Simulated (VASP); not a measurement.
Set up this calculation in VASP 6.6.1, as the native input.

```
Task                   : single point
Functional             : PBE
Potentials or basis    : VASP PAW PBE potentials, release 64 (Al, N)
Cutoff                 : 520 eV
k mesh                 : 8 × 6 × 4
Occupations            : gaussian, width 0.05 eV
Spin                   : no spin polarisation
Dipole correction      : no
Further INCAR settings : ALGO = Normal; EDIFF = 1e-06; NBANDS = 26
```

The structure of AlN lies in POSCAR:

```
AlN
1.0
   -1.6567491617      2.8695737234      0.0000000000
    0.0000000000      0.0000000000      4.1874629526
    4.9702474850      2.8695737234      0.0000000000
Al N
4 4
Direct
    0.6089842715      0.7500000000      0.1015913560
    0.0000000000      0.7500000000      0.6666666667
    0.0000000000      0.2500000000      0.3333333333
    0.5000000000      0.2500000000      0.8333333333
    0.5000000000      0.2500000000      0.1666666667
    0.0000000000      0.2500000000      0.6666666667
    0.0000000000      0.7500000000      0.3333333333
    0.5000000000      0.7500000000      0.8333333333
```

This cell differs from its parent crystal: atom 1 (Al) moved by -0.504 Å along [1 0 0] and +0.126 Å along [1 2 0].

One way to write it, as run:

INCAR

```
PREC     = Accurate       # precision mode
ENCUT    = 520            # plane-wave cutoff, eV
EDIFF    = 1E-6           # SCF threshold, eV
ISMEAR   = 0              # smearing method
SIGMA    = 0.05           # smearing width, eV
LREAL    = F              # projectors in reciprocal space
LASPH    = T              # aspherical terms in the spheres
NELM     = 100            # most SCF steps
ALGO     = Normal         # electronic algorithm
ISIF     = 2              # what is computed and relaxed
LWAVE    = F              # write WAVECAR
LCHARG   = T              # write CHGCAR
GGA      = PE             # functional
LELF     = T              # ELF
LVHAR    = T            
NBANDS   = 26             # bands
```

KPOINTS

```
regular mesh
0
Gamma
  8 6 4
```

Potentials or basis: VASP PAW PBE potentials, release 64 (Al, N).

The run is started by

```sh
$ cat potpaw_PBE.64/Al/POTCAR potpaw_PBE.64/N/POTCAR > POTCAR
$ mpirun -np 1 vasp_std > vasp.out
```

It gave:

| Property | Result |
| --- | --- |
| Pressure | 8.4 GPa |
| Largest force | 11.780 eV/Å |
| Band gap on the k mesh | 2.32 eV |

Caveat: the cell differs from its parent crystal (atom 1 (Al) moved by -0.504 Å along [1 0 0] and +0.126 Å along [1 2 0]); the cell stands under pressure; forces of over 1 eV/Å act on the atoms, so gaps and moduli don't describe the material at rest.

Wall time 79 s on 1 thread of AMD EPYC 9R45 96-Core Processor (Zen 5), with other jobs on the host, peak memory 0.23 GiB.
